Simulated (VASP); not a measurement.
# Bi (R-3m) in VASP: single point with r2SCAN

Aim: the single point of Bi with r2SCAN.

All numbers are computed with VASP 6.6.1; they aren't measurements. Logs are shortened: lines on timing, memory, paths and dates and some standing lists are left out, and cuts for length are marked.

## Step 1: The cell of the first run

Symmetry: R-3m, No. 166, trigonal system. The conventional cell has a = 4.535 Å, b = 4.535 Å, c = 12.350 Å, α = 90.00°, β = 90.00°, γ = 120.00°. Within 4.0 Å of Bi (site symmetry 3m) lie 6 Bi at 3.07 to 3.63 Å.

## Step 2: Single point, r2SCAN

Contents of POSCAR:

```
Bi
1.0
    2.2672584678      1.3090022867      4.1166686356
   -2.2672584678      1.3090022867      4.1166686356
    0.0000000000     -2.6180045734      4.1166686356
Bi
2
Direct
    0.2317091241      0.2317091241      0.2317091241
    0.7682908759      0.7682908759      0.7682908759
```

Contents of INCAR.step1:

```
SYSTEM = Bi
ALGO = Normal ; EDIFF = 1E-4
ENCUT = 520 ; GGA = PE
ISMEAR = -1 ; LASPH = .True.
LCHARG = .False. ; LREAL = .False.
LWAVE = .True. ; NBANDS = 22
NELM = 80 ; PREC = Accurate
SIGMA = 0.1
```

Contents of INCAR.step2:

```
SYSTEM = Bi
ALGO = Normal ; EDIFF = 1E-6
ENCUT = 520 ; ISIF = 2
ISMEAR = -1 ; ISTART = 1
LASPH = .True. ; LCHARG = .True.
LELF = .True. ; LMIXTAU = .True.
LREAL = .False. ; LVHAR = .True.
LWAVE = .False. ; METAGGA = R2SCAN
NBANDS = 22 ; NELM = 80
PREC = Accurate ; SIGMA = 0.1
```

Contents of KPOINTS:

```
k-points
0
Gamma
  9 9 9
  0 0 0
```

Potentials or basis: VASP PAW PBE potentials, release 64 (Bi_d).

Command:

```bash
> cat potpaw_PBE.64/Bi_d/POTCAR > POTCAR
> cp INCAR.step1 INCAR
> mpirun -np 1 vasp_std > vasp.out
> cp INCAR.step2 INCAR
> mpirun -np 1 vasp_std > vasp.out
```

OUTCAR:

```text
SYSTEM = Bi
   EDIFF = 1E-6
   ENCUT = 520
   ISIF = 2
   ISMEAR = -1
   ISTART = 1
   LASPH = .True.
   LREAL = .False.
   METAGGA = R2SCAN
   NELM = 80
   PREC = Accurate

 ion  position               nearest neighbor table
   1  0.232  0.232  0.232-   2 3.07   2 3.07   2 3.07   2 3.63   2 3.63   2 3.63
   2  0.768  0.768  0.768-   1 3.07   1 3.07   1 3.07   1 3.63   1 3.63   1 3.63

  LATTYP: Found a trigonal (rhomboedric) cell.
 ALAT       =     4.8786174888
 COS(alpha) =     0.5680449813

  Lattice vectors:

 A1 = (   2.2672584678,   1.3090022867,   4.1166686356)
 A2 = (  -2.2672584678,   1.3090022867,   4.1166686356)
 A3 = (   0.0000000000,  -2.6180045734,   4.1166686356)

Analysis of symmetry for initial positions (statically):
=====================================================================
 Subroutine PRICEL returns:
 Original cell was already a primitive cell.

 Routine SETGRP: Setting up the symmetry group for a
 trigonal (rhombohedral) supercell.

 Subroutine GETGRP returns: Found 12 space group operations
 (whereof 12 operations were pure point group operations)
 out of a pool of 12 trial point group operations.

The static configuration has the point symmetry D_3d.

Analysis of symmetry for dynamics (positions and initial velocities):
=====================================================================
 Subroutine PRICEL returns:
 Original cell was already a primitive cell.

 Routine SETGRP: Setting up the symmetry group for a
 trigonal (rhombohedral) supercell.

 Subroutine GETGRP returns: Found 12 space group operations
 (whereof 12 operations were pure point group operations)
 out of a pool of 12 trial point group operations.

The dynamic configuration has the point symmetry D_3d.

 Subroutine INISYM returns: Found 12 space group operations
 (whereof 12 operations are pure point group operations),
 and found     1 'primitive' translations

----------------------------------------------------------------------------------------

                                     Primitive cell

  volume of cell :      73.3058

  direct lattice vectors                    reciprocal lattice vectors
     2.267258468  1.309002287  4.116668636     0.220530657  0.127323434  0.080971621
    -2.267258468  1.309002287  4.116668636    -0.220530657  0.127323434  0.080971621
     0.000000000 -2.618004573  4.116668636     0.000000000 -0.254646869  0.080971621

  length of vectors
     4.878617489  4.878617489  4.878617489     0.267210462  0.267210462  0.267210462

  position of ions in fractional coordinates (direct lattice)
     0.231709124  0.231709124  0.231709124
     0.768290876  0.768290876  0.768290876

  ion indices of the primitive-cell ions
   primitive index   ion index
                 1           1
                 2           2

----------------------------------------------------------------------------------------

 KPOINTS: k-points

Automatic generation of k-mesh.
 Grid dimensions read from file:
 generate k-points for:    9    9    9

 Generating k-lattice:

  Cartesian coordinates                     Fractional coordinates (reciprocal lattice)
     0.024503406  0.014147048  0.008996847     0.111111111 -0.000000000  0.000000000
    -0.024503406  0.014147048  0.008996847    -0.000000000  0.111111111  0.000000000
     0.000000000 -0.028294097  0.008996847     0.000000000  0.000000000  0.111111111

  Length of vectors
     0.029690051  0.029690051  0.029690051

  Shift w.r.t. Gamma in fractional coordinates (k-lattice)
     0.000000000  0.000000000  0.000000000

 Subroutine IBZKPT returns following result:
 ===========================================

 Found     85 irreducible k-points:

 Following reciprocal coordinates:
            Coordinates               Weight
  0.000000  0.000000  0.000000      1.000000
  0.111111  0.000000  0.000000      6.000000
  0.222222  0.000000  0.000000      6.000000
  0.333333  0.000000  0.000000      6.000000
  0.444444  0.000000  0.000000      6.000000
  0.111111  0.111111  0.000000      6.000000
[... 16 lines left out ...]
 -0.333333  0.333333  0.000000      6.000000
  0.444444  0.444444  0.000000      6.000000
 [... further k-points ...]
   k-points           NKPTS =     85   k-points in BZ     NKDIM =     85   number of bands    NBANDS=     22
   number of dos      NEDOS =    301   number of ions     NIONS =      2
   total plane-waves  NPLWV =  46656
   dimension x,y,z NGX =    36 NGY =   36 NGZ =   36
   dimension x,y,z NGXF=    72 NGYF=   72 NGZF=   72
   ions per type =               2
   NGX,Y,Z   is equivalent  to a cutoff of  12.27, 12.27, 12.27 a.u.
   NGXF,Y,Z  is equivalent  to a cutoff of  24.54, 24.54, 24.54 a.u.
 SYSTEM =  Bi
   PREC   = accura    normal or accurate (medium, high low for compatibility)
   ISTART =      1    job   : 0-new  1-cont  2-samecut
   ICHARG =      0    charge: 1-file 2-atom 10-const
   ISPIN  =      1    spin polarized calculation?
   LNONCOLLINEAR =      F non collinear calculations
   LSORBIT =      F    spin-orbit coupling
   LASPH  =      T    aspherical Exc in radial PAW
   ENCUT  =  520.0 eV  38.22 Ry    6.18 a.u.   9.07  9.07  9.07*2*pi/ulx,y,z
   NELM   =     80;   NELMIN=  2; NELMDL=  0     # of ELM steps
   EDIFF  = 0.1E-05   stopping-criterion for ELM
   LREAL  =      F    real-space projection
[... 7 lines left out ...]
   TEBEG  =    0.0;   TEEND  =   0.0 temperature during run
   PSTRESS=    0.0 pullay stress
   NELECT =      30.0000    total number of electrons
   NUPDOWN=      -1.0000    fix difference up-down
   EMIN   =  10.00;   EMAX   =-10.00  energy-range for DOS
   EFERMI =   0.00;   METHOD = LEGACY
   ISMEAR =    -1;   SIGMA  =   0.10  broadening in eV -4-tet -1-fermi 0-gaus
   EFERMI_NEDOS =   21; number of points for ismear=-14 and -15
   IALGO  =     38    algorithm
   IMIX   =      4    mixing-type and parameters
     AMIX     =   0.40;   BMIX     =  1.00
     AMIX_MAG =   1.60;   BMIX_MAG =  1.00
  volume/ion in A,a.u.               =      36.65       247.35
  Fermi-wavevector in a.u.,A,eV,Ry     =   1.215446  2.296860 20.100013  1.477309
  Thomas-Fermi vector in A             =   2.350833
   LORBIT       =      0    0 simple, 1 ext, 2 COOP (PROOUT), +10 PAW based schemes
   METAGGA = R2SCAN    functional components
   LHFCALC =     F    Hartree Fock is set to
   AEXX    =    0.0000 exact exchange contribution
   IVDW    =     0    specifies the selected vdW correction
   LEPSILON=     F    determine dielectric tensor
   LRPA    =     F    only Hartree local field effects (RPA)
 non-spin polarized calculation
  energy-cutoff  :      520.00
  volume of cell :       73.31
 maximum number of plane-waves:      2004
   NGX = 19   NGY = 19   NGZ = 19

 number of electron      30.0000004 magnetization

 Free energy of the ion-electron system (eV)
  ---------------------------------------------------
  ext. energy  EPLUGINS =         0.00000000
  ---------------------------------------------------
  free energy    TOTEN  =      -117.01266758 eV

  energy without entropy =     -117.00547625  energy(sigma->0) =     -117.00907192

 E-fermi :   5.8840     XC(G=0):  -9.9752

 val. band max:        5.8496344802   @ k =   0.4444   0.0000   0.0000
 cond. band min:       6.0268542457   @ k =   0.4444   0.1111   0.1111
 fundamental gap:      0.1772197655
 Fermi energy:         5.8839918201

 k-point     1 :       0.0000    0.0000    0.0000
  band No.  band energies     occupation
      1     -17.7860      2.00000
      2     -17.7860      2.00000
      3     -17.6310      2.00000
      4     -17.6310      2.00000
      5     -17.6096      2.00000
      6     -17.4389      2.00000
[... 14 lines left out ...]
     21      12.2170      0.00000
     22      12.3293      0.00000

 k-point     2 :       0.1111    0.0000    0.0000
  band No.  band energies     occupation
      1     -17.7784      2.00000
      2     -17.7747      2.00000
      3     -17.6277      2.00000
      4     -17.6238      2.00000
      5     -17.6039      2.00000
      6     -17.4447      2.00000
[... 14 lines left out ...]
     21      12.3139      0.00000
     22      13.2800      0.00000

 k-point     3 :       0.2222    0.0000    0.0000
  band No.  band energies     occupation
      1     -17.7578      2.00000
      2     -17.7419      2.00000
      3     -17.6202      2.00000
      4     -17.6036      2.00000
      5     -17.5860      2.00000
      6     -17.4643      2.00000
[... 14 lines left out ...]
     21      12.8792      0.00000
     22      15.1196      0.00000

 k-point     4 :       0.3333    0.0000    0.0000
  band No.  band energies     occupation
      1     -17.7308      2.00000
      2     -17.6922      2.00000
      3     -17.6125      2.00000
      4     -17.5744      2.00000
      5     -17.5581      2.00000
      6     -17.4976      2.00000
[... 14 lines left out ...]
     21      13.9632      0.00000
     22      16.2682      0.00000

 k-point     5 :       0.4444    0.0000    0.0000
  band No.  band energies     occupation
      1     -17.7102      2.00000
      2     -17.6367      2.00000
      3     -17.6072      2.00000
      4     -17.5568      2.00000
      5     -17.5421      2.00000
      6     -17.5070      2.00000
[... 417 lines left out ...]
 k-point    22 :      -0.4444    0.3333    0.0000
  band No.  band energies     occupation
      1     -17.7514      2.00000
      2     -17.6296      2.00000
      3     -17.6051      2.00000
      4     -17.5630      2.00000
      5     -17.5409      2.00000
      6     -17.5140      2.00000
[... 14 lines left out ...]
     21      15.3204      0.00000
     22      17.0119      0.00000

 k-point    23 :      -0.3333    0.3333    0.0000
  band No.  band energies     occupation
      1     -17.7400      2.00000
      2     -17.6139      2.00000
      3     -17.5704      2.00000
      4     -17.5696      2.00000
      5     -17.5631      2.00000
      6     -17.5326      2.00000
[... 14 lines left out ...]
     21      14.4385      0.00000
     22      16.2166      0.00000

 k-point    24 :       0.4444    0.4444    0.0000
  band No.  band energies     occupation
      1     -17.7727      2.00000
      2     -17.6394      2.00000
      3     -17.6333      2.00000
      4     -17.5353      2.00000
      5     -17.5344      2.00000
      6     -17.5093      2.00000
[... 14 lines left out ...]
     21      15.7861      0.00000
     22      16.4122      0.00000

 [... further k-points ...]

------------------------ aborting loop because EDIFF is reached ----------------------------------------

  FORCE on cell =-STRESS in cart. coord.  units (eV):
  Direction    XX          YY          ZZ          XY          YZ          ZX
  --------------------------------------------------------------------------------------
  -------------------------------------------------------------------------------------
  Total       -0.0169313     -0.0169313     -0.0156745      0.0000000     -0.0000000      0.0000000
  in kB       -0.3700508     -0.3700508     -0.3425835      0.0000000     -0.0000000      0.0000000
  external PRESSURE =      -0.3608951 kB  Pullay stress =       0.0000000 kB

 VOLUME and BASIS-vectors are now :
 -----------------------------------------------------------------------------
  energy-cutoff  :      520.00
  volume of cell :       73.31
      direct lattice vectors                 reciprocal lattice vectors
     2.267258468  1.309002287  4.116668636     0.220530657  0.127323434  0.080971621
    -2.267258468  1.309002287  4.116668636    -0.220530657  0.127323434  0.080971621
     0.000000000 -2.618004573  4.116668636     0.000000000 -0.254646869  0.080971621

 POSITION                                       TOTAL-FORCE (eV/Angst)
 -----------------------------------------------------------------------------------
      0.00000      0.00000      2.86161         0.000000      0.000000      0.007317
      0.00000      0.00000      9.48840         0.000000     -0.000000     -0.007317
 -----------------------------------------------------------------------------------
    total drift:                                0.000000     -0.000000      0.000000

  FREE ENERGIE OF THE ION-ELECTRON SYSTEM (eV)
  ---------------------------------------------------
  free  energy   TOTEN  =      -117.0126675840 eV

  energy  without entropy=     -117.0054762511  energy(sigma->0) =     -117.00907192
```

Wall time 3.7 min (1 thread of Intel Xeon 6975P-C (Granite Rapids), shared host); peak memory 0.28 GiB.

What came out:

* Free energy: -117.0127 eV
* Pressure: 0.0 GPa
* Largest force: 0.007 eV/Å

Forces in eV/Å, atoms in the order of the input:
```
Bi   0.000  0.000  0.007
Bi   0.000  0.000 -0.007
```

Levels at points of the mesh, in eV from the Fermi level:
| k point | band 12 | band 13 | band 14 | band 15 | band 16 | band 17 | band 18 | band 19 |
| --- | --- | --- | --- | --- | --- | --- | --- | --- |
| (0.00, 0.00, 0.00) | -7.86 | -1.80 | -1.28 | -1.28 | 2.28 | 2.86 | 2.86 | 6.08 |

Caveat: the PAW data sets were made with another functional, which shifts forces and pressure a little; spin-orbit coupling is left out, which moves the levels of the heavy elements.
